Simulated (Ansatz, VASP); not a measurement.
## CdF2: VASP beside Ansatz

The input INCAR:

```
SYSTEM = CdF2
  PREC = Accurate
  ENCUT = 520
  EDIFF = 1E-6
  ISMEAR = 0
  SIGMA = 0.05
  LREAL = .FALSE.
  LASPH = .TRUE.
  NELM = 100
  ALGO = Normal
  ISIF = 2
  LWAVE = .FALSE.
  LCHARG = .FALSE.
  GGA = PS
  NBANDS = 20
```

The input KPOINTS:

```
regular mesh
0
G
  8 8 8
  0 0 0
```

Contents of POSCAR:

```
CdF2
1.0
    0.0000000000      2.5856032878      2.8015011623
    2.5856032878      0.0000000000      2.8015011623
    2.5856032878      2.5856032878      0.0000000000
Cd F
1 2
Direct
    0.0000000000      0.0000000000      0.0000000000
    0.2500000000      0.2500000000      0.2500000000
    0.7500000000      0.7500000000      0.7500000000
```

Input for Ansatz:

```yaml
crystal:
  lattice:
    - [0.0, 2.5856032878, 2.8015011623]
    - [2.5856032878, 0.0, 2.8015011623]
    - [2.5856032878, 2.5856032878, 0.0]
  atoms:
    - { symbol: Cd, position: [0.0, 0.0, 0.0] }
    - { symbol: F, position: [0.25, 0.25, 0.25] }
    - { symbol: F, position: [0.75, 0.75, 0.75] }
basis:
  ecutwfc: 520.0
kpoints:
  mp_grid: { grid: [8, 8, 8] }
hamiltonian:
  xc: pbesol
scf:
  occupations: { method: gaussian, width: 0.05 }
output:
  forces: true
  stress: true
  eigenvalues: true
```

Alike in both runs: task single point; functional PBEsol; k mesh 8 × 8 × 8; occupations gaussian, width 0.05 eV; no spin polarisation.

```csv
,VASP,Ansatz
version,VASP 6.6.1,Ansatz 0.2.0
potentials or method,"VASP PAW PBE potentials, release 64 (Cd, F), cutoff 520 eV","scalar-relativistic, plane waves, PAW"
valence electrons in the cell,26,34
```

Ansatz gave:

* gap on the k mesh at the Fermi level (eV): 2.93
* least direct gap on the mesh (eV): 3.32
* pressure (GPa): 4.7
* traceless stress, the component that is largest in VASP (GPa): -6.08

What did VASP give for the same quantities?

gap on the k mesh at the Fermi level (eV): 2.90; least direct gap on the mesh (eV): 3.28; pressure (GPa): 5.7; traceless stress, the component that is largest in VASP (GPa): -5.96.

VASP's potentials were made for PBE, not for PBEsol. VASP's potentials hold 26 valence electrons a cell and Ansatz's 34, so a difference there can come from the potentials and not from the codes.
